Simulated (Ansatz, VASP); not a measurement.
**One calculation of BAs, two programs**

The input INCAR:

```
PREC = Accurate
ENCUT = 600
EDIFF = 1E-6
ISMEAR = -1
SIGMA = 0.05
LREAL = False
LASPH = True
NELM = 80
ALGO = Normal
ISIF = 3
LWAVE = False
LCHARG = False
GGA = B5
ALDAX = 1.0
AGGAX = 1.0
AGGAC = 1.0
ALDAC = 0.0
IBRION = 2
NSW = 60
EDIFFG = -0.01
```

File KPOINTS:

```
Automatic mesh
0
Gamma
  12 8 6
```

Contents of POSCAR:

```
BAs
1.0
    2.1275493300      0.0000000000      0.0000000000
    0.0000000000      3.1740629400      0.0000000000
    0.0000000000      0.0000000000      4.9509801800
B As
1 1
Direct
    0.0000000000      0.5000000000      0.0000000000
    0.5000000000      0.5000000000      0.5000000000
```

input.yaml

```yaml
crystal:
  lattice:
    - [2.12754933, 0.0, 0.0]
    - [0.0, 3.17406294, 0.0]
    - [0.0, 0.0, 4.95098018]
  atoms:
    - { symbol: B, position: [0.0, 0.5, 0.0] }
    - { symbol: As, position: [0.5, 0.5, 0.5] }
hamiltonian:
  xc: blyp
  pseudopotentials: { kind: paw }
kpoints:
  mp_grid: { grid: [12, 8, 6] }
scf:
  occupations: { method: fermi_dirac, width: 0.05 }
output:
  forces: true
  stress: true
  eigenvalues: true
  write_density: true
  write_potential: true
  elf: true
  volumetric_format: npy
relax:
  f_tol: 0.01
  max_steps: 40
  cell: { stress_tol: 0.05 }
```

Alike in both runs: task relaxation of cell and atoms; functional BLYP; k mesh 12 × 8 × 6; occupations fermi-dirac, width 0.05 eV; no spin polarisation.

|  | VASP | Ansatz |
| --- | --- | --- |
| version | VASP 6.6.1 | Ansatz 0.2.0 |
| potentials or method | VASP PAW PBE potentials, release 64 (B, As) | Ansatz PAW |
| plane-wave cutoff (eV) | 600 | 420 |
| valence electrons in the cell | 8 | 18 |

Ansatz gave:

* gap on the k mesh at the Fermi level, each at its own relaxed structure (eV): none
* relaxed volume (Å³/atom): 14.13
* relaxed cell length with the largest relative difference (Å): 2.741

**Question.** What did VASP give for the same quantities?

**Answer.** gap on the k mesh at the Fermi level, each at its own relaxed structure (eV): none; relaxed volume (Å³/atom): 14.18; relaxed cell length with the largest relative difference (Å): 2.746.

VASP's potentials were made for PBE, not for BLYP. A gap of «none» marks a metal or a gap that the smearing closes. VASP's potentials hold 8 valence electrons a cell and Ansatz's 18, so a difference there can come from the potentials and not from the codes.

Noted on VASP's run: the volume moved by over 15 % at a fixed basis, so the end points are rough. Noted on Ansatz's run: the volume moved by over 15 % at a fixed basis, so the end points are rough; the plane-wave basis is chosen anew once the cell has moved, so the energies of steps on either side of that aren't comparable.
